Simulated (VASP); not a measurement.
**FeSi (zincblende type): relaxation of cell and atoms with PBE**

FeSi (zincblende type):

```
Fe Si
1.0
     0.00000    2.26997    2.26997
     2.26997    0.00000    2.26997
     2.26997    2.26997    0.00000
Fe Si
1 1
Direct
  0.00000 0.00000 0.00000
  0.25000 0.25000 0.25000
```

```
Program                : VASP 6.6.1
Task                   : relaxation of cell and atoms
Functional             : PBE
Potentials or basis    : VASP PAW PBE potentials, release 64 (Fe, Si)
Cutoff                 : 600 eV
k mesh                 : 13 × 13 × 13
Occupations            : fermi-dirac, width 0.05 eV
Spin                   : collinear spin, ferromagnetic start
Starting moments       : [2.5, 0.0] μB
Target pressure        : 47 GPa
Dipole correction      : no
Further INCAR settings : ALGO = Normal; EDIFF = 1e-06; IBRION = 2; EDIFFG = -0.005; NSW = 60; ISIF = 3
```

```
Relaxed volume                                             : 12.89 Å³/atom
Relaxed cell                                               : a = 3.316 Å, b = 3.316 Å, c = 3.316 Å, α = 60.00°, β = 60.00°, γ = 60.00°
Space group after relaxing (to 0.1 Å)                      : F-43m (No. 216)
Energy change on relaxing (the run minimises the enthalpy) : -458.6 meV/atom
Ionic steps                                                : 13
Pressure after relaxing                                    : 47.0 GPa
Band gap on the k mesh                                     : 0.19 eV (least direct gap 0.50 eV)
Net moment                                                 : 0.00 μB per cell
Valence electrons inside the program's atomic spheres      : Fe 8.04; Si 1.91
```

The path:
```tsv
step	energy change (eV)	largest force (eV/Å)	pressure (GPa)	volume (Å³)
1	0.0000	0.0000	77.92	23.39
2	-1.8135	0.0000	6.07	31.90
3	-0.9790	0.0000	45.15	25.99
4	-0.9310	0.0000	46.75	25.83
5	-0.9162	0.0000	47.29	25.78
6	-0.9165	0.0000	47.13	25.78
7	-0.9167	0.0000	47.13	25.78
8	-0.9167	0.0000	47.27	25.78
9	-0.9167	0.0000	47.26	25.78
10	-0.9167	0.0000	47.25	25.78
11	-0.9168	0.0000	47.23	25.78
12	-0.9170	0.0000	47.17	25.78
13	-0.9173	0.0000	47.03	25.78
```

Final structure:
```
Fe Si
1.0
     0.00000    2.34468    2.34468
     2.34468    0.00000    2.34468
     2.34468    2.34468    0.00000
Fe Si
1 1
Cartesian
  0.0000 0.0000 0.0000
  1.1723 1.1723 1.1723
```

Levels at points of the mesh, in eV from the valence-band top:
Spin up:
```
           k point  band 2  band 3  band 4  band 5  band 6  band 7  band 8  band 9  band 10  band 11
(0.00, 0.00, 0.00)   -2.46   -2.46   -2.46   -0.69   -0.69    8.79    8.79    8.79     9.71     9.71
```
Spin down:
| k point | band 4 | band 5 | band 6 | band 7 | band 8 | band 9 |
| --- | --- | --- | --- | --- | --- | --- |
| (0.00, 0.00, 0.00) | -2.46 | -0.69 | -0.69 | 8.79 | 8.79 | 8.79 |

It took 5.1 min on 1 thread of Intel(R) Xeon(R) Platinum 8488C (Sapphire Rapids) (shared host), peak memory 0.21 GiB.

Caveat: the cell is relaxed towards a set pressure, so the run minimises the enthalpy, not the energy; an odd mesh through Γ misses points on the zone boundary, where band edges can lie.
